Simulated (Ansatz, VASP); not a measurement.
One calculation of Ge, two programs

```xyz
2
Lattice="0.0000 2.7439 2.8288 2.8288 0.0000 2.8288 2.8288 2.7439 0.0000" Properties=species:S:1:pos:R:3 pbc="T T T"
Ge    2.8288    2.7439    2.8288
Ge    4.2432    4.1159    4.2432
```

Change from the starting cell: strain -0.0300 x Voigt [0, 1, 0, 0, 0, 0], atoms carried along.

Alike in both runs: task single point; functional LDA; k mesh 14 × 14 × 14; occupations gaussian, width 0.15 eV; no spin polarisation.

```csv
,VASP,Ansatz
version,VASP 6.6.1,Ansatz 0.2.0
potentials or method,"VASP PAW LDA potentials, release 64 (Ge_d), cutoff 520 eV","scalar-relativistic, plane waves, PAW"
valence electrons in the cell,28,28
```

|  | VASP | Ansatz | Ansatz less VASP |
| --- | --- | --- | --- |
| gap on the k mesh at the Fermi level (eV) | none | none | - |
| pressure (GPa) | 1.1 | 0.9 | -0.25 |
| traceless stress, the component that is largest in VASP (GPa) | 1.44 | 1.43 | -0.006 |

LDA's correlation is that of Perdew and Zunger in VASP and of Perdew and Wang (1992) in Ansatz. A gap of «none» marks a metal or a gap that the smearing closes.
